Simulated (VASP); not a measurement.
Here is a VASP 6.6.1 calculation.

The input INCAR:

```
SYSTEM = Te
PREC = Accurate
ENCUT = 500
EDIFF = 1E-6
ISMEAR = 1
SIGMA = 0.05
LREAL = .FALSE.
LASPH = .TRUE.
NELM = 120
ALGO = Normal
ISIF = 2
LWAVE = .FALSE.
LCHARG = .TRUE.
LELF = .TRUE.
LVHAR = .TRUE.
NBANDS = 9
GGA_COMPAT = .FALSE.
```

File KPOINTS:

```
regular mesh
0
G
  7 7 7
  0 0 0
```

File POSCAR:

```
Te
1.0
    2.3059045000      1.3313145838      1.6909536667
   -2.3059045000      1.3313145838      1.6909536667
    0.0000000000     -2.6626291676      1.6909536667
Te
1
Direct
    0.5000000000      0.5000000000      0.5000000000
```

Potentials or basis: VASP PAW LDA potentials, release 64 (Te).

Launch:

```console
$ cat potpaw_LDA.64/Te/POTCAR > POTCAR
$ mpirun -np 1 vasp_std > vasp.out
```

(1) Predict the pressure.

(2) What does it give for the band gap on the k mesh?

Results:

(1) -1.4 GPa.

(2) zero (bands 3 and 4 overlap by 4.83 eV).

Caveat: spin-orbit coupling is left out, which moves the levels of the heavy elements.
